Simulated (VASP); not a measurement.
# NiO (R-3m) in VASP: single point with PBE+U

Aim: the single point of NiO with PBE+U.

Program: VASP 6.6.1. These are calculated values, not measurements. Logs are shortened: lines on timing, memory, paths and dates and some standing lists are left out, and cuts for length are marked.

## (1) The cell of the first run

Symmetry: R-3m, No. 166, trigonal system. The conventional cell has a = 2.954 Å, b = 2.954 Å, c = 7.162 Å, α = 90.00°, β = 90.00°, γ = 120.00°. Within 2.8 Å of Ni (site symmetry -3m) lie 6 O at 2.08 Å. O (site symmetry -3m) has 6 Ni at 2.08 Å within 2.8 Å.

## (2) Single point, PBE+U, collinear spin, antiferromagnetic start

File INCAR:

```
SYSTEM = NiO
ALGO = Normal
EDIFF = 1E-7
ENCUT = 520
GGA = PE
ISIF = 2
ISMEAR = 0
ISPIN = 2
LASPH = .True.
LCHARG = .False.
LDAU = .True.
LDAUJ = 0 0
LDAUL = 2 -1
LDAUPRINT = 1
LDAUTYPE = 2
LDAUU = 5 0
LMAXMIX = 4
LORBIT = 11
LREAL = .False.
LWAVE = .False.
MAGMOM = 1.7 -1.7 0 0
NBANDS = 28
NELM = 150
PREC = Accurate
SIGMA = 0.01
```

File KPOINTS:

```
k-points
0
Gamma
  8 8 8
  0 0 0
```

File POSCAR:

```
NiO
1.0
    2.0606533300      2.0606533300      4.1491533300
    4.1491533300      2.0606533300      2.0606533300
    2.0606533300      4.1491533300      2.0606533300
Ni O
2 2
Direct
    0.0000000000      0.0000000000      0.0000000000
    0.5000000000      0.5000000000      0.5000000000
    0.2500000000      0.2500000000      0.2500000000
    0.7500000000      0.7500000000      0.7500000000
```

Potentials or basis: VASP PAW PBE potentials, release 64 (Ni, O).

Launch:

```sh
$ cat potpaw_PBE.64/Ni/POTCAR potpaw_PBE.64/O/POTCAR > POTCAR
$ mpirun -np 1 vasp_std > vasp.out
```

OUTCAR:

```text
SYSTEM = NiO
   EDIFF = 1E-7
   ENCUT = 520
   GGA = PE
   ISIF = 2
   ISMEAR = 0
   ISPIN = 2
   LASPH = .True.
   LORBIT = 11
   LREAL = .False.
   NELM = 150
   PREC = Accurate

 ion  position               nearest neighbor table
   1  0.000  0.000  0.000-   4 2.08   4 2.08   3 2.08   3 2.08   4 2.08   3 2.08   2 2.93   2 2.93
                             2 2.93   2 2.93   2 2.93   2 2.93
   2  0.500  0.500  0.500-   3 2.08   3 2.08   4 2.08   4 2.08   3 2.08   4 2.08   1 2.93   1 2.93
                             1 2.93   1 2.93   1 2.93   1 2.93
   3  0.250  0.250  0.250-   1 2.08   1 2.08   2 2.08   2 2.08   1 2.08   2 2.08
   4  0.750  0.750  0.750-   2 2.08   2 2.08   1 2.08   1 2.08   2 2.08   1 2.08

  LATTYP: Found a trigonal (rhomboedric) cell.
 ALAT       =     5.0703113956
 COS(alpha) =     0.8303320963

  Lattice vectors:

 A1 = (   2.0606533300,   2.0606533300,   4.1491533300)
 A2 = (   4.1491533300,   2.0606533300,   2.0606533300)
 A3 = (   2.0606533300,   4.1491533300,   2.0606533300)

Analysis of symmetry for initial positions (statically):
=====================================================================
 Subroutine PRICEL returns following result:

  LATTYP: Found a trigonal (rhomboedric) cell.
 ALAT       =     2.9339274935
 COS(alpha) =     0.4932774804
[... 12 lines left out ...]
 Subroutine GETGRP returns: Found 12 space group operations
 (whereof 12 operations were pure point group operations)
 out of a pool of 12 trial point group operations.

The static configuration has the point symmetry D_3d.

Analysis of symmetry for dynamics (positions and initial velocities):
=====================================================================
 Subroutine PRICEL returns following result:

  LATTYP: Found a trigonal (rhomboedric) cell.
 ALAT       =     2.9339274935
 COS(alpha) =     0.4932774804
[... 12 lines left out ...]
 Subroutine GETGRP returns: Found 12 space group operations
 (whereof 12 operations were pure point group operations)
 out of a pool of 12 trial point group operations.

The dynamic configuration has the point symmetry D_3d.

Analysis of structural, dynamic, and magnetic symmetry:
=====================================================================
 Subroutine PRICEL returns following result:

  LATTYP: Found a trigonal (rhomboedric) cell.
 ALAT       =     2.9339274935
 COS(alpha) =     0.4932774804
[... 12 lines left out ...]
 Subroutine GETGRP returns: Found 12 space group operations
 (whereof 12 operations were pure point group operations)
 out of a pool of 12 trial point group operations.

The overall configuration has the point symmetry D_3d.

 Subroutine INISYM returns: Found 12 space group operations
 (whereof 12 operations are pure point group operations),
 and found     2 'primitive' translations

----------------------------------------------------------------------------------------

                                     Primitive cell

  volume of cell :      18.0372

  direct lattice vectors                    reciprocal lattice vectors
     2.074576665 -0.013923335  2.074576665     0.240212354 -0.238600191  0.240212354
     2.074576665  2.074576665 -0.013923335     0.240212354  0.240212354 -0.238600191
    -0.013923335  2.074576665  2.074576665    -0.238600191  0.240212354  0.240212354

  length of vectors
     2.933927494  2.933927494  2.933927494     0.415131306  0.415131306  0.415131306

  position of ions in fractional coordinates (direct lattice)
     0.000000000  0.000000000  0.000000000
     0.500000000  0.500000000  0.500000000

  ion indices of the primitive-cell ions
   primitive index   ion index
                 1           1
                 2           3

----------------------------------------------------------------------------------------

 KPOINTS: k-points

Automatic generation of k-mesh.
 Grid dimensions read from file:
 generate k-points for:    8    8    8
[... 84 lines left out ...]
     AMIX_MAG =   1.60;   BMIX_MAG =  1.00
  volume/ion in A,a.u.               =       9.02        60.86
  Fermi-wavevector in a.u.,A,eV,Ry     =   1.572988  2.972515 33.664756  2.474290
  Thomas-Fermi vector in A             =   2.674339
   LORBIT       =     11    0 simple, 1 ext, 2 COOP (PROOUT), +10 PAW based schemes
 LDA+U is selected, type is set to LDAUTYPE =  2
   angular momentum for each species LDAUL =     2   -1
   U (eV)           for each species LDAUU =   5.0  0.0
   J (eV)           for each species LDAUJ =   0.0  0.0
   GGA     = PE    functional components
   LHFCALC =     F    Hartree Fock is set to
   AEXX    =    0.0000 exact exchange contribution
   IVDW    =     0    specifies the selected vdW correction
   LEPSILON=     F    determine dielectric tensor
   LRPA    =     F    only Hartree local field effects (RPA)
 spin polarized calculation
 Gauss-broadening in eV      SIGMA  =   0.01
  energy-cutoff  :      520.00
  volume of cell :       36.07
 maximum number of plane-waves:      1007
 NGX is ok and might be reduce to    40
   NGX = 19   NGY = 19   NGZ = 19

 number of electron      32.0000009 magnetization       0.0000000

atom =   1  type =  1  l = 2

 onsite density matrix

spin component  1

  0.9802 -0.0000  0.0001 -0.0000 -0.0000
 -0.0000  0.9802 -0.0001 -0.0000  0.0001
  0.0001 -0.0001  1.0245 -0.0001  0.0000
 -0.0000 -0.0000 -0.0001  0.9802 -0.0001
 -0.0000  0.0001  0.0000 -0.0001  1.0245

spin component  2

  0.9778 -0.0000 -0.0020 -0.0000  0.0000
 -0.0000  0.9778  0.0010 -0.0000 -0.0018
 -0.0020  0.0010  0.1779  0.0010  0.0000
 -0.0000 -0.0000  0.0010  0.9778  0.0018
  0.0000 -0.0018  0.0000  0.0018  0.1779

 occupancies and eigenvectors

  o =  0.1779  v =  0.0000  0.0000  0.0000  0.0000  0.0000  0.0025 -0.0013  1.0000 -0.0013 -0.0007      0.0000  0.0000  0.0000  0.0000  0.0000  0.0000  0.0000  0.0000  0.0000  0.0000
  o =  0.1779  v =  0.0000  0.0000  0.0000  0.0000  0.0000  0.0000  0.0022  0.0007 -0.0022  1.0000      0.0000  0.0000  0.0000  0.0000  0.0000  0.0000  0.0000  0.0000  0.0000  0.0000
  o =  0.9777  v =  0.0000  0.0000  0.0000  0.0000  0.0000  0.5774  0.5774  0.0000  0.5774 -0.0000      0.0000  0.0000  0.0000  0.0000  0.0000  0.0000  0.0000  0.0000  0.0000  0.0000
  o =  0.9778  v =  0.0000  0.0000  0.0000  0.0000  0.0000 -0.3101  0.8092  0.0012 -0.4991 -0.0029      0.0000  0.0000  0.0000  0.0000  0.0000  0.0000  0.0000  0.0000  0.0000  0.0000
  o =  0.9778  v =  0.0000  0.0000  0.0000  0.0000  0.0000 -0.7553  0.1091  0.0029  0.6462  0.0012      0.0000  0.0000  0.0000  0.0000  0.0000  0.0000  0.0000  0.0000  0.0000  0.0000
  o =  0.9802  v =  0.5774  0.5774  0.0000  0.5774  0.0000  0.0000  0.0000  0.0000  0.0000  0.0000      0.0000  0.0000  0.0000  0.0000  0.0000  0.0000  0.0000  0.0000  0.0000  0.0000
  o =  0.9803  v = -0.0596 -0.6754  0.0003  0.7350  0.0041  0.0000  0.0000  0.0000  0.0000  0.0000      0.0000  0.0000  0.0000  0.0000  0.0000  0.0000  0.0000  0.0000  0.0000  0.0000
  o =  0.9803  v =  0.8143 -0.4587 -0.0041 -0.3556  0.0003  0.0000  0.0000  0.0000  0.0000  0.0000      0.0000  0.0000  0.0000  0.0000  0.0000  0.0000  0.0000  0.0000  0.0000  0.0000
  o =  1.0245  v =  0.0033 -0.0017  1.0000 -0.0017 -0.0000  0.0000  0.0000  0.0000  0.0000  0.0000      0.0000  0.0000  0.0000  0.0000  0.0000  0.0000  0.0000  0.0000  0.0000  0.0000
  o =  1.0245  v =  0.0000  0.0029  0.0000 -0.0029  1.0000  0.0000  0.0000  0.0000  0.0000  0.0000      0.0000  0.0000  0.0000  0.0000  0.0000  0.0000  0.0000  0.0000  0.0000  0.0000

atom =   2  type =  1  l = 2

 onsite density matrix

spin component  1

  0.9778 -0.0000 -0.0020 -0.0000  0.0000
 -0.0000  0.9778  0.0010 -0.0000 -0.0018
 -0.0020  0.0010  0.1779  0.0010  0.0000
 -0.0000 -0.0000  0.0010  0.9778  0.0018
  0.0000 -0.0018  0.0000  0.0018  0.1779

spin component  2

  0.9802 -0.0000  0.0001 -0.0000 -0.0000
 -0.0000  0.9802 -0.0001 -0.0000  0.0001
  0.0001 -0.0001  1.0245 -0.0001  0.0000
 -0.0000 -0.0000 -0.0001  0.9802 -0.0001
 -0.0000  0.0001  0.0000 -0.0001  1.0245

 occupancies and eigenvectors

  o =  0.1779  v = -0.0025  0.0017 -0.9788  0.0008  0.2047  0.0000  0.0000  0.0000  0.0000  0.0000      0.0000  0.0000  0.0000  0.0000  0.0000  0.0000  0.0000  0.0000  0.0000  0.0000
  o =  0.1779  v = -0.0005 -0.0019 -0.2047  0.0024 -0.9788  0.0000  0.0000  0.0000  0.0000  0.0000      0.0000  0.0000  0.0000  0.0000  0.0000  0.0000  0.0000  0.0000  0.0000  0.0000
  o =  0.9777  v =  0.5774  0.5774 -0.0000  0.5774 -0.0000  0.0000  0.0000  0.0000  0.0000  0.0000      0.0000  0.0000  0.0000  0.0000  0.0000  0.0000  0.0000  0.0000  0.0000  0.0000
  o =  0.9778  v = -0.8142  0.4596  0.0031  0.3546 -0.0002  0.0000  0.0000  0.0000  0.0000  0.0000      0.0000  0.0000  0.0000  0.0000  0.0000  0.0000  0.0000  0.0000  0.0000  0.0000
  o =  0.9778  v = -0.0606 -0.6748  0.0002  0.7355  0.0031  0.0000  0.0000  0.0000  0.0000  0.0000      0.0000  0.0000  0.0000  0.0000  0.0000  0.0000  0.0000  0.0000  0.0000  0.0000
  o =  0.9802  v =  0.0000  0.0000  0.0000  0.0000  0.0000  0.5774  0.5774  0.0000  0.5774 -0.0000      0.0000  0.0000  0.0000  0.0000  0.0000  0.0000  0.0000  0.0000  0.0000  0.0000
  o =  0.9803  v =  0.0000  0.0000  0.0000  0.0000  0.0000  0.4109 -0.8165 -0.0021  0.4056  0.0035      0.0000  0.0000  0.0000  0.0000  0.0000  0.0000  0.0000  0.0000  0.0000  0.0000
  o =  0.9803  v =  0.0000  0.0000  0.0000  0.0000  0.0000  0.7056  0.0031 -0.0035 -0.7086 -0.0021      0.0000  0.0000  0.0000  0.0000  0.0000  0.0000  0.0000  0.0000  0.0000  0.0000
  o =  1.0245  v =  0.0000  0.0000  0.0000  0.0000  0.0000  0.0033 -0.0017  1.0000 -0.0017 -0.0000      0.0000  0.0000  0.0000  0.0000  0.0000  0.0000  0.0000  0.0000  0.0000  0.0000
  o =  1.0245  v =  0.0000  0.0000  0.0000  0.0000  0.0000  0.0000  0.0029  0.0000 -0.0029  1.0000      0.0000  0.0000  0.0000  0.0000  0.0000  0.0000  0.0000  0.0000  0.0000  0.0000

 number of electron      32.0000009 magnetization      -0.0000000

 Free energy of the ion-electron system (eV)
  ---------------------------------------------------
  ext. energy  EPLUGINS =         0.00000000
  ---------------------------------------------------
  free energy    TOTEN  =       -20.87073696 eV

  energy without entropy =      -20.87073696  energy(sigma->0) =      -20.87073696

 E-fermi :   6.6239     XC(G=0): -12.7060

 val. band max:        6.5199308044   @ k =   0.5000   0.5000   0.5000
 cond. band min:       9.7099824084   @ k =   0.5000   0.2500   0.2500
 fundamental gap:      3.1900516040
 Fermi energy:         6.6239109670

 spin component 1

 k-point     1 :       0.0000    0.0000    0.0000
  band No.  band energies     occupation
      1     -11.9768      1.00000
      2     -10.4835      1.00000
      3      -0.4393      1.00000
      4       0.8029      1.00000
      5       0.8030      1.00000
      6       2.8785      1.00000
[... 1481 lines left out ...]
     27      25.0437      0.00000
     28      29.5152      0.00000

 [... further k-points ...]

------------------------ aborting loop because EDIFF is reached ----------------------------------------

  FORCE on cell =-STRESS in cart. coord.  units (eV):
  Direction    XX          YY          ZZ          XY          YZ          ZX
  --------------------------------------------------------------------------------------
  -------------------------------------------------------------------------------------
  Total        0.7831933      0.7831933      0.7831933      0.1117919      0.1117919      0.1117919
  in kB       34.7841134     34.7841134     34.7841134      4.9650355      4.9650355      4.9650355
  external PRESSURE =      34.7841134 kB  Pullay stress =       0.0000000 kB

 VOLUME and BASIS-vectors are now :
 -----------------------------------------------------------------------------
  energy-cutoff  :      520.00
  volume of cell :       36.07
      direct lattice vectors                 reciprocal lattice vectors
     2.060653330  2.060653330  4.149153330    -0.119300095 -0.119300095  0.359512450
     4.149153330  2.060653330  2.060653330     0.359512450 -0.119300095 -0.119300095
     2.060653330  4.149153330  2.060653330    -0.119300095  0.359512450 -0.119300095

 POSITION                                       TOTAL-FORCE (eV/Angst)
 -----------------------------------------------------------------------------------
      0.00000      0.00000      0.00000         0.000000      0.000000     -0.000000
      4.13523      4.13523      4.13523         0.000000      0.000000      0.000000
      2.06761      2.06761      2.06761        -0.000000      0.000000     -0.000000
      6.20284      6.20284      6.20284         0.000000     -0.000000      0.000000
 -----------------------------------------------------------------------------------
    total drift:                               -0.000000     -0.000000      0.000000

  FREE ENERGIE OF THE ION-ELECTRON SYSTEM (eV)
  ---------------------------------------------------
  free  energy   TOTEN  =       -20.8707369559 eV

  energy  without entropy=      -20.8707369559  energy(sigma->0) =      -20.87073696

 total charge

# of ion       s       p       d       tot
------------------------------------------
    1        0.343   0.427   8.252   9.021
    2        0.343   0.427   8.252   9.021
    3        1.551   3.470   0.000   5.021
    4        1.551   3.470   0.000   5.021
--------------------------------------------------
tot          3.788   7.793  16.503  28.085

 magnetization (x)

# of ion       s       p       d       tot
------------------------------------------
    1       -0.004  -0.008   1.699   1.688
    2        0.004   0.008  -1.699  -1.688
    3        0.000   0.000   0.000   0.000
    4        0.000   0.000   0.000   0.000
--------------------------------------------------
tot          0.000   0.000  -0.000  -0.000
```

It took 7.6 min on 1 thread of Intel Xeon Platinum 8259CL at 2.50GHz (Skylake/Cascade Lake), shared host; peak memory 0.35 GiB.

Results:

| Property | Result |
| --- | --- |
| Free energy | -20.8707 eV |
| Pressure | 3.5 GPa |
| Band gap on the k mesh | 3.19 eV |
| Net moment | 0.00 μB per cell |
| Site moments | Ni +1.69, -1.69; O +0.00 μB |
| Valence electrons inside the program's atomic spheres | Ni 9.02; O 5.02 |

Levels at points of the mesh, in eV from the valence-band top:
Spin up:
| k point | band 13 | band 14 | band 15 | band 16 | band 17 | band 18 | band 19 | band 20 |
| --- | --- | --- | --- | --- | --- | --- | --- | --- |
| (0.00, 0.00, 0.00) | -1.02 | -0.94 | -0.82 | -0.82 | 3.37 | 3.95 | 3.95 | 7.21 |
| (0.50, 0.00, 0.00) | -1.58 | -1.47 | -1.09 | -0.56 | 3.80 | 3.83 | 9.13 | 9.39 |
| (0.50, 0.50, 0.00) | -2.16 | -1.51 | -0.69 | -0.50 | 4.10 | 4.25 | 7.30 | 7.90 |
| (0.50, 0.50, 0.50) | -1.52 | -1.52 | 0.00 | 0.00 | 3.74 | 3.75 | 6.06 | 6.18 |
Spin down:
| k point | band 13 | band 14 | band 15 | band 16 | band 17 | band 18 | band 19 | band 20 |
| --- | --- | --- | --- | --- | --- | --- | --- | --- |
| (0.00, 0.00, 0.00) | -1.02 | -0.94 | -0.82 | -0.82 | 3.37 | 3.95 | 3.95 | 7.21 |
| (0.50, 0.00, 0.00) | -1.58 | -1.47 | -1.09 | -0.56 | 3.80 | 3.83 | 9.13 | 9.39 |
| (0.50, 0.50, 0.00) | -2.16 | -1.51 | -0.69 | -0.50 | 4.10 | 4.25 | 7.30 | 7.90 |
| (0.50, 0.50, 0.50) | -1.52 | -1.52 | 0.00 | 0.00 | 3.74 | 3.75 | 6.06 | 6.18 |

Eigenvalues of the final occupation matrices:
```csv
site,spin,trace,eigenvalues
site 1 d,1,4.99,0.98 0.98 0.98 1.02 1.02
site 1 d,2,3.29,0.18 0.18 0.98 0.98 0.98
site 2 d,1,3.29,0.18 0.18 0.98 0.98 0.98
site 2 d,2,4.99,0.98 0.98 0.98 1.02 1.02
```

Caveat: the cell stands under pressure.
